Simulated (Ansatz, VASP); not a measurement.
# One calculation of Ir, two programs

File INCAR:

```
PREC = Accurate ; ENCUT = 520
EDIFF = 1E-6 ; ISMEAR = 0
SIGMA = 0.15 ; LREAL = False
LASPH = True ; NELM = 100
ALGO = Fast ; ISIF = 2
LWAVE = False ; LCHARG = True
GGA = PS ; LELF = True
LVHAR = True ; NBANDS = 10
```

The input KPOINTS:

```
regular mesh
0
Gamma
  26 26 26
```

File POSCAR:

```
Ir
1.0
   -0.0191511521      1.9151152071      1.9151152071
    1.9151152071     -0.0191511521      1.9151152071
    1.8959640550      1.8959640550      0.0000000000
Ir
1
Direct
    0.0000000000      0.0000000000      0.0000000000
```

Input for Ansatz:

```yaml
crystal:
  lattice:
    - [-0.0191511521, 1.9151152071, 1.9151152071]
    - [1.9151152071, -0.0191511521, 1.9151152071]
    - [1.895964055, 1.895964055, 0.0]
  atoms:
    - { symbol: Ir, position: [0.0, 0.0, 0.0] }
basis:
  ecutwfc: 420
kpoints:
  mp_grid: { grid: [26, 26, 26] }
hamiltonian:
  xc: pbesol
scf:
  occupations: { method: gaussian, width: 0.15 }
output:
  forces: true
  stress: true
  eigenvalues: true
```

Change from the starting cell: strain -0.0200 x Voigt [0, 0, 0, 0, 0, 1], atoms carried along.

Alike in both runs: task single point; functional PBEsol; k mesh 26 × 26 × 26; occupations gaussian, width 0.15 eV; no spin polarisation.

|  | VASP | Ansatz |
| --- | --- | --- |
| version | VASP 6.6.1 | Ansatz 0.2.0 |
| potentials or method | VASP PAW PBE potentials, release 64 (Ir), cutoff 520 eV | scalar-relativistic, plane waves, PAW |
| valence electrons in the cell | 9 | 17 |

Ansatz gave:

| Item | Value |
| --- | --- |
| gap on the k mesh at the Fermi level (eV) | none |
| pressure (GPa) | 0.3 |
| traceless stress, the component that is largest in VASP (GPa) | 5.75 |

**Question.** What did VASP give for the same quantities?

**Answer.** gap on the k mesh at the Fermi level (eV): none; pressure (GPa): 1.1; traceless stress, the component that is largest in VASP (GPa): 5.76.

VASP's potentials were made for PBE, not for PBEsol. A gap of «none» marks a metal or a gap that the smearing closes. VASP's potentials hold 9 valence electrons a cell and Ansatz's 17, so a difference there can come from the potentials and not from the codes.

Neither program's run includes spin-orbit coupling.
